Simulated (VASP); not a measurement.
Runs of VASP 6.6.1 on Ag. The structure is that of space group P6_3/mmc (No. 194), or close to it. The cells are those of the table. This isn't the form of Ag at room conditions, which is fcc.

| cell | gap on the mesh (eV) | pressure (GPa) |
| --- | --- | --- |
| a = 3.164, b = 3.164, c = 4.407 Å, angles 90.0, 90.0, 120.0°, 2 atoms | none | -8.8 |
| a = 2.930, b = 2.930, c = 4.407 Å, angles 90.0, 90.0, 120.0°, 2 atoms | none | 3.1 |
| a = 2.930, b = 2.930, c = 4.598 Å, angles 90.0, 90.0, 120.0°, 2 atoms | none | -2.6 |
| a = 2.696, b = 2.696, c = 4.790 Å, angles 90.0, 90.0, 120.0°, 2 atoms | none | 17.1 |
| a = 2.930, b = 2.930, c = 5.173 Å, angles 90.0, 90.0, 120.0°, 2 atoms | none | -10.7 |
| a = 2.813, b = 2.813, c = 4.790 Å, angles 90.0, 90.0, 120.0°, 2 atoms | none | (a) |
| a = 3.047, b = 3.047, c = 4.790 Å, angles 90.0, 90.0, 120.0°, 2 atoms | none | -11.1 |
| a = 2.930, b = 2.930, c = 4.982 Å, angles 90.0, 90.0, 120.0°, 2 atoms | none | (b) |
| a = 2.696, b = 2.696, c = 4.407 Å, angles 90.0, 90.0, 120.0°, 2 atoms | none | 36.3 |
| a = 2.813, b = 2.813, c = 4.407 Å, angles 90.0, 90.0, 120.0°, 2 atoms | none | 15.7 |
| a = 2.696, b = 2.696, c = 5.173 Å, angles 90.0, 90.0, 120.0°, 2 atoms | none | 7.2 |
| a = 2.813, b = 2.813, c = 5.173 Å, angles 90.0, 90.0, 120.0°, 2 atoms | none | -4.5 |

Alike in all rows: task single point; level PBEsol; potentials or basis VASP PAW PBE potentials, release 64 (Ag); no spin polarisation; k mesh 18 × 18 × 10; cutoff (eV) 520; smearing gaussian 0.15 eV.

Question: Estimate the missing entries.

Answer: (a) 2.2; (b) -9.0.

Caveats: the PAW data sets were made with another functional, which shifts forces and pressure a little; the cell stands under tension (at least some runs); the cell stands under pressure (at least some runs).

A k mesh can miss the band edges, and the runs leave out spin-orbit coupling on Ag.

A gap of «none» marks levels without a gap at the run's occupations.
